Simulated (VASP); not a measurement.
# Si (C2/c) in VASP: a series of runs

The runs below take Si through single point, with LDA.

All numbers are computed with VASP 6.6.1; they aren't measurements. Logs are shortened: lines on timing, memory, paths and dates and some standing lists are left out, and cuts for length are marked.

## (1) The cell of the first run

It takes space group C2/c (No. 15, monoclinic). The conventional cell has a = 2.611 Å, b = 6.738 Å, c = 3.613 Å, α = 90.00°, β = 111.18°, γ = 90.00°. Within 3.2 Å of Si (site symmetry 2) lie 10 Si at 2.45 to 3.10 Å.

## (2) Single point, LDA (atoms displaced along a vibrational mode)

File INCAR:

```
SYSTEM = Si
PREC     = Accurate       ! precision mode
ENCUT    = 520            ! plane-wave cutoff, eV
EDIFF    = 1E-7           ! SCF threshold, eV
ISMEAR   = 0              ! smearing method
SIGMA    = 0.15           ! smearing width, eV
LREAL    = .False.        ! projectors in reciprocal space
LASPH    = .True.         ! aspherical terms in the spheres
NELM     = 80             ! most SCF steps
ALGO     = Normal         ! electronic algorithm
ISIF     = 2              ! what is computed and relaxed
LWAVE    = .False.        ! write WAVECAR
LCHARG   = .True.         ! write CHGCAR
GGA      = CA             ! functional
LELF     = .True.         ! ELF
LVHAR    = .True.       
NBANDS   = 11             ! bands
```

File KPOINTS:

```
Automatic mesh
0
Gamma
  26 26 26
  0 0 0
```

File POSCAR:

```
Si
1.0
   -2.3824154513      2.3824154513      1.3052992358
    2.3824154513     -2.3824154513      1.3052992358
    2.3824154513      2.3824154513     -1.3052992358
Si
2
Direct
    0.2522260185      0.7522260185      0.5044520370
    0.4977739815      0.4977739815     -0.0044520370
```

Potentials or basis: VASP PAW LDA potentials, release 64 (Si).

Command:

```
> cat potpaw_LDA.64/Si/POTCAR > POTCAR
> mpirun -np 1 vasp_std > vasp.out
```

OUTCAR:

```text
SYSTEM = Si
   PREC = Accurate
   ENCUT = 520
   EDIFF = 1E-7
   ISMEAR = 0
   LREAL = .False.
   LASPH = .True.
   NELM = 80
   ISIF = 2
   GGA = CA

 ion  position               nearest neighbor table
   1  0.252  0.752  0.504-   2 2.45   2 2.45   2 2.49   2 2.49   2 3.07   2 3.07   2 3.10   2 3.10

   2  0.498  0.498  0.996-   1 2.45   1 2.45   1 2.49   1 2.49   1 3.07   1 3.07   1 3.10   1 3.10

  LATTYP: Found a body centered tetragonal cell.
 ALAT       =     4.7648309026
 C/A-ratio  =     0.5478890070

  Lattice vectors:

 A1 = (  -2.3824154513,   2.3824154513,   1.3052992358)
 A2 = (   2.3824154513,  -2.3824154513,   1.3052992358)
 A3 = (   2.3824154513,   2.3824154513,  -1.3052992358)

Analysis of symmetry for initial positions (statically):
=====================================================================
 Subroutine PRICEL returns:
 Original cell was already a primitive cell.

 Routine SETGRP: Setting up the symmetry group for a
 body centered tetragonal supercell.

 Subroutine GETGRP returns: Found  4 space group operations
 (whereof  2 operations were pure point group operations)
 out of a pool of 16 trial point group operations.

The static configuration has the point symmetry C_2 .
 The point group associated with its full space group is C_2h.

Analysis of symmetry for dynamics (positions and initial velocities):
=====================================================================
 Subroutine PRICEL returns:
 Original cell was already a primitive cell.

 Routine SETGRP: Setting up the symmetry group for a
 body centered tetragonal supercell.

 Subroutine GETGRP returns: Found  4 space group operations
 (whereof  2 operations were pure point group operations)
 out of a pool of 16 trial point group operations.

The dynamic configuration has the point symmetry C_2 .
 The point group associated with its full space group is C_2h.

 Subroutine INISYM returns: Found  4 space group operations
 (whereof  2 operations are pure point group operations),
 and found     1 'primitive' translations

----------------------------------------------------------------------------------------

                                     Primitive cell

  volume of cell :      29.6350

  direct lattice vectors                    reciprocal lattice vectors
    -2.382415451  2.382415451  1.305299236     0.000000000  0.209871036  0.383053928
     2.382415451 -2.382415451  1.305299236     0.209871036  0.000000000  0.383053928
     2.382415451  2.382415451 -1.305299236     0.209871036  0.209871036  0.000000000

  length of vectors
[... 87 lines left out ...]
   NFREE  =      0    steps in history (QN), initial steepest desc. (CG)
   ISIF   =      2    stress and relaxation
   ISYM   =      2    0-nonsym 1-usesym 2-fastsym
   POTIM  = 0.5000    time-step for ionic-motion
   TEBEG  =    0.0;   TEEND  =   0.0 temperature during run
   PSTRESS=    0.0 pullay stress
   NELECT =       8.0000    total number of electrons
   NUPDOWN=      -1.0000    fix difference up-down
   EMIN   =  10.00;   EMAX   =-10.00  energy-range for DOS
   EFERMI =   0.00;   METHOD = LEGACY
   ISMEAR =     0;   SIGMA  =   0.15  broadening in eV -4-tet -1-fermi 0-gaus
   EFERMI_NEDOS =   21; number of points for ismear=-14 and -15
   IALGO  =     38    algorithm
   IMIX   =      4    mixing-type and parameters
     AMIX     =   0.40;   BMIX     =  1.00
     AMIX_MAG =   1.60;   BMIX_MAG =  1.00
  volume/ion in A,a.u.               =      14.82        99.99
  Fermi-wavevector in a.u.,A,eV,Ry     =   1.058043  1.999411 15.231097  1.119454
  Thomas-Fermi vector in A             =   2.193337
   LORBIT       =      0    0 simple, 1 ext, 2 COOP (PROOUT), +10 PAW based schemes
   GGA     = CA    functional components
   LHFCALC =     F    Hartree Fock is set to
   AEXX    =    0.0000 exact exchange contribution
   IVDW    =     0    specifies the selected vdW correction
   LEPSILON=     F    determine dielectric tensor
   LRPA    =     F    only Hartree local field effects (RPA)
 non-spin polarized calculation
 Gauss-broadening in eV      SIGMA  =   0.15
  energy-cutoff  :      520.00
  volume of cell :       29.64
 maximum number of plane-waves:       812
   NGX = 13   NGY = 13   NGZ = 13

 number of electron       8.0000000 magnetization

 Free energy of the ion-electron system (eV)
  ---------------------------------------------------
  ext. energy  EPLUGINS =         0.00000000
  ---------------------------------------------------
  free energy    TOTEN  =       -11.50414291 eV

  energy without entropy =      -11.49615395  energy(sigma->0) =      -11.50014843

 E-fermi :   9.4620     XC(G=0): -11.1014

 val. band max:        9.4609510411   @ k =   0.5000  -0.0769  -0.3462
 cond. band min:       9.4650110527   @ k =  -0.1154   0.3462   0.0769
 fundamental gap:      0.0040600116
 Fermi energy:         9.4620377160

 k-point     1 :       0.0000    0.0000    0.0000
  band No.  band energies     occupation
      1      -4.4670      2.00000
      2       6.8993      2.00000
      3       6.9046      2.00000
      4       7.3837      2.00000
      5      10.9415      0.00000
      6      17.1533      0.00000
      7      18.4175      0.00000
      8      18.4252      0.00000
      9      19.0342      0.00000
     10      19.6744      0.00000
     11      20.2525      0.00000
[... 309 lines left out ...]
 k-point    24 :       0.4615   -0.0000    0.0000
  band No.  band energies     occupation
      1       1.2176      2.00000
      2       3.3743      2.00000
      3       7.0518      2.00000
      4       7.7072      2.00000
      5       8.2877      2.00000
      6      10.6746      0.00000
      7      14.0783      0.00000
      8      14.9452      0.00000
      9      18.0170      0.00000
     10      20.4674      0.00000
     11      21.3807      0.00000

 [... further k-points ...]
[... 5 lines left out ...]
  --------------------------------------------------------------------------------------
  -------------------------------------------------------------------------------------
  Total       -0.0164562     -0.0164562      0.0742536     -0.0023723     -0.0330339      0.0330339
  in kB       -0.8896843     -0.8896843      4.0144199     -0.1282532     -1.7859351      1.7859350
  external PRESSURE =       0.7450171 kB  Pullay stress =       0.0000000 kB

 VOLUME and BASIS-vectors are now :
 -----------------------------------------------------------------------------
  energy-cutoff  :      520.00
  volume of cell :       29.64
      direct lattice vectors                 reciprocal lattice vectors
    -2.382415451  2.382415451  1.305299236     0.000000000  0.209871036  0.383053928
     2.382415451 -2.382415451  1.305299236     0.209871036  0.000000000  0.383053928
     2.382415451  2.382415451 -1.305299236     0.209871036  0.209871036  0.000000000

 POSITION                                       TOTAL-FORCE (eV/Angst)
 -----------------------------------------------------------------------------------
      2.39302      0.01061      0.65265        -0.120126     -0.120126      0.000000
      2.37181      2.37181      0.00000         0.120126      0.120126     -0.000000
 -----------------------------------------------------------------------------------
    total drift:                               -0.000000      0.000000     -0.000000

  FREE ENERGIE OF THE ION-ELECTRON SYSTEM (eV)
  ---------------------------------------------------
  free  energy   TOTEN  =       -11.5041429068 eV

  energy  without entropy=      -11.4961539521  energy(sigma->0) =      -11.50014843
```

stdout:

```text
POSCAR found type information on POSCAR Si
 POSCAR found :  1 types and       2 ions
 scaLAPACK will be used
 LDA part: xc-table for (Slater(with rela. corr.)+CA(PZ))
 , standard interpolation
 POSCAR, INCAR and KPOINTS ok, starting setup
 FFT: planning ... GRIDC
 FFT: planning ... GRID_SOFT
 FFT: planning ... GRID
 WAVECAR not read
 entering main loop
```

Run time: 31 min. Hardware: 1 thread of Intel Xeon 8259CL, shared host; peak memory 1.1 GiB.

What came out:

| Item | Value |
| --- | --- |
| Free energy | -11.5041 eV |
| Pressure | 0.1 GPa |
| Largest force | 0.170 eV/Å |
| Band gap on the k mesh | zero (bands 4 and 5 overlap by 6.64 eV) |

Forces on the atoms (eV/Å):
```
Si  -0.120 -0.120  0.000
Si   0.120  0.120  0.000
```

Levels at points of the mesh, in eV from the Fermi level:
| k point | band 1 | band 2 | band 3 | band 4 | band 5 | band 6 | band 7 | band 8 |
| --- | --- | --- | --- | --- | --- | --- | --- | --- |
| (0.00, 0.00, 0.00) | -13.93 | -2.56 | -2.56 | -2.08 | 1.48 | 7.69 | 8.96 | 8.96 |
| (0.50, 0.00, 0.00) | -7.59 | -6.81 | -2.19 | -1.68 | -1.47 | 1.07 | 4.58 | 5.48 |
| (0.00, 0.50, 0.50) | -7.56 | -6.85 | -2.16 | -1.70 | -1.48 | 1.11 | 4.53 | 5.56 |
| (0.50, 0.50, 0.00) | -10.81 | -10.81 | 0.28 | 0.28 | 2.50 | 2.50 | 8.61 | 8.61 |
| (0.00, 0.00, 0.50) | -10.90 | -10.71 | 0.14 | 0.42 | 2.46 | 2.55 | 8.61 | 8.63 |
| (0.50, 0.50, 0.50) | -8.41 | -8.41 | -6.90 | -6.90 | 6.05 | 6.05 | 13.01 | 13.01 |

Caveat: the cell differs from its parent crystal (atoms displaced along a vibrational mode).

## (3) Single point, LDA (atoms displaced along a vibrational mode)

File INCAR:

```
SYSTEM = Si
PREC = Accurate
ENCUT = 520
EDIFF = 1E-6
ISMEAR = 0
SIGMA = 0.15
LREAL = .FALSE.
LASPH = .TRUE.
NELM = 60
ALGO = Normal
ISIF = 2
LWAVE = .FALSE.
LCHARG = .FALSE.
NBANDS = 11
```

File KPOINTS:

```
Automatic mesh
0
G
  26 26 26
  0 0 0
```

File POSCAR:

```
Si
1.0
   -2.3824154513      2.3824154513      1.3052992358
    2.3824154513     -2.3824154513      1.3052992358
    2.3824154513      2.3824154513     -1.3052992358
Si
2
Direct
    0.2544520370      0.7544520370      0.5089040740
    0.4955479630      0.4955479630     -0.0089040740
```

Potentials or basis: VASP PAW LDA potentials, release 64 (Si).

Command:

```
> cat potpaw_LDA.64/Si/POTCAR > POTCAR
> mpirun -np 1 vasp_std > vasp.out
```

OUTCAR:

```text
SYSTEM = Si
   PREC = Accurate
   ENCUT = 520
   EDIFF = 1E-6
   ISMEAR = 0
   LREAL = .FALSE.
   LASPH = .TRUE.
   NELM = 60
   ISIF = 2

 ion  position               nearest neighbor table
   1  0.254  0.754  0.509-   2 2.43   2 2.43   2 2.51   2 2.51   2 3.05   2 3.05   2 3.12   2 3.12

   2  0.496  0.496  0.991-   1 2.43   1 2.43   1 2.51   1 2.51   1 3.05   1 3.05   1 3.12   1 3.12

  LATTYP: Found a body centered tetragonal cell.
 ALAT       =     4.7648309026
 C/A-ratio  =     0.5478890070

  Lattice vectors:

 A1 = (  -2.3824154513,   2.3824154513,   1.3052992358)
 A2 = (   2.3824154513,  -2.3824154513,   1.3052992358)
 A3 = (   2.3824154513,   2.3824154513,  -1.3052992358)

Analysis of symmetry for initial positions (statically):
=====================================================================
 Subroutine PRICEL returns:
 Original cell was already a primitive cell.

 Routine SETGRP: Setting up the symmetry group for a
 body centered tetragonal supercell.

 Subroutine GETGRP returns: Found  4 space group operations
 (whereof  2 operations were pure point group operations)
 out of a pool of 16 trial point group operations.

The static configuration has the point symmetry C_2 .
 The point group associated with its full space group is C_2h.

Analysis of symmetry for dynamics (positions and initial velocities):
=====================================================================
 Subroutine PRICEL returns:
 Original cell was already a primitive cell.

 Routine SETGRP: Setting up the symmetry group for a
 body centered tetragonal supercell.

 Subroutine GETGRP returns: Found  4 space group operations
 (whereof  2 operations were pure point group operations)
 out of a pool of 16 trial point group operations.

The dynamic configuration has the point symmetry C_2 .
 The point group associated with its full space group is C_2h.

 Subroutine INISYM returns: Found  4 space group operations
 (whereof  2 operations are pure point group operations),
 and found     1 'primitive' translations

[... 116 lines left out ...]
  Fermi-wavevector in a.u.,A,eV,Ry     =   1.058043  1.999411 15.231097  1.119454
  Thomas-Fermi vector in A             =   2.193337
   LORBIT       =      0    0 simple, 1 ext, 2 COOP (PROOUT), +10 PAW based schemes
   GGA     = CA    functional components
   LHFCALC =     F    Hartree Fock is set to
   AEXX    =    0.0000 exact exchange contribution
   IVDW    =     0    specifies the selected vdW correction
   LEPSILON=     F    determine dielectric tensor
   LRPA    =     F    only Hartree local field effects (RPA)
 non-spin polarized calculation
 Gauss-broadening in eV      SIGMA  =   0.15
  energy-cutoff  :      520.00
  volume of cell :       29.64
 maximum number of plane-waves:       812
   NGX = 13   NGY = 13   NGZ = 13

 number of electron       8.0000000 magnetization

 Free energy of the ion-electron system (eV)
  ---------------------------------------------------
  ext. energy  EPLUGINS =         0.00000000
  ---------------------------------------------------
  free energy    TOTEN  =       -11.49647765 eV

  energy without entropy =      -11.48853433  energy(sigma->0) =      -11.49250599

 E-fermi :   9.4619     XC(G=0): -11.1007

 val. band max:        9.4618519509   @ k =  -0.0385   0.2308  -0.0769
 cond. band min:       9.4622391545   @ k =   0.3846  -0.0385   0.2308
 fundamental gap:      0.0003872036
 Fermi energy:         9.4618973456

 k-point     1 :       0.0000    0.0000    0.0000
  band No.  band energies     occupation
      1      -4.4709      2.00000
      2       6.8907      2.00000
      3       6.9118      2.00000
      4       7.3831      2.00000
      5      10.9287      0.00000
      6      17.1590      0.00000
      7      18.4121      0.00000
      8      18.4428      0.00000
      9      19.0325      0.00000
     10      19.6635      0.00000
     11      20.2512      0.00000
[... 309 lines left out ...]
 k-point    24 :       0.4615   -0.0000    0.0000
  band No.  band energies     occupation
      1       1.2071      2.00000
      2       3.3792      2.00000
      3       7.0369      2.00000
      4       7.7196      2.00000
      5       8.2902      2.00000
      6      10.6491      0.00000
      7      14.1099      0.00000
      8      14.9030      0.00000
      9      18.0466      0.00000
     10      20.4452      0.00000
     11      21.4142      0.00000

 [... further k-points ...]
[... 5 lines left out ...]
  --------------------------------------------------------------------------------------
  -------------------------------------------------------------------------------------
  Total        0.0252701      0.0252701      0.0823293     -0.0075932     -0.0696408      0.0696408
  in kB        1.3661946      1.3661946      4.4510261     -0.4105175     -3.7650364      3.7650366
  external PRESSURE =       2.3944718 kB  Pullay stress =       0.0000000 kB

 VOLUME and BASIS-vectors are now :
 -----------------------------------------------------------------------------
  energy-cutoff  :      520.00
  volume of cell :       29.64
      direct lattice vectors                 reciprocal lattice vectors
    -2.382415451  2.382415451  1.305299236     0.000000000  0.209871036  0.383053928
     2.382415451 -2.382415451  1.305299236     0.209871036  0.000000000  0.383053928
     2.382415451  2.382415451 -1.305299236     0.209871036  0.209871036  0.000000000

 POSITION                                       TOTAL-FORCE (eV/Angst)
 -----------------------------------------------------------------------------------
      2.40363      0.02121      0.65265        -0.241553     -0.241553      0.000000
      2.36120      2.36120      0.00000         0.241553      0.241553     -0.000000
 -----------------------------------------------------------------------------------
    total drift:                                0.000000     -0.000000     -0.000000

  FREE ENERGIE OF THE ION-ELECTRON SYSTEM (eV)
  ---------------------------------------------------
  free  energy   TOTEN  =       -11.4964776473 eV

  energy  without entropy=      -11.4885343321  energy(sigma->0) =      -11.49250599
```

OSZICAR:

```text
N       E                     dE             d eps       ncg     rms          rms(c)
DAV:   1     0.390372484789E+01    0.39037E+01   -0.33842E+03100772   0.609E+02
DAV:   2    -0.111131046921E+02   -0.15017E+02   -0.14459E+02130712   0.825E+01
DAV:   3    -0.115307367099E+02   -0.41763E+00   -0.41376E+00129997   0.115E+01
DAV:   4    -0.115326087355E+02   -0.18720E-02   -0.18717E-02120657   0.955E-01
DAV:   5    -0.115326179028E+02   -0.91673E-05   -0.91682E-05126912   0.611E-02    0.443E+00
DAV:   6    -0.115095238581E+02    0.23094E-01   -0.76392E-03119091   0.399E-01    0.258E+00
DAV:   7    -0.114966503116E+02    0.12874E-01   -0.11944E-02116446   0.529E-01    0.220E-01
DAV:   8    -0.114965026571E+02    0.14765E-03   -0.13157E-03116971   0.198E-01    0.798E-02
DAV:   9    -0.114964779491E+02    0.24708E-04   -0.48600E-05120256   0.442E-02    0.517E-02
DAV:  10    -0.114964776473E+02    0.30184E-06   -0.16472E-06 90737   0.730E-03
   1 F= -.11496478E+02 E0= -.11492506E+02  d E =-.794332E-02
```

Wall time 28 min (1 thread of Intel Xeon 8259CL, shared host); peak memory 1.1 GiB.

What came out:

- Free energy: -11.4965 eV
- Pressure: 0.2 GPa
- Largest force: 0.342 eV/Å
- Band gap on the k mesh: zero (bands 4 and 5 overlap by 6.64 eV)

Forces in eV/Å, atoms in the order of the input:
```
Si  -0.242 -0.242  0.000
Si   0.242  0.242  0.000
```

Stress tensor (GPa, compression positive):
```
 0.14 -0.04  0.38
-0.04  0.14 -0.38
 0.38 -0.38  0.45
```

Caveat: the cell differs from its parent crystal (atoms displaced along a vibrational mode).
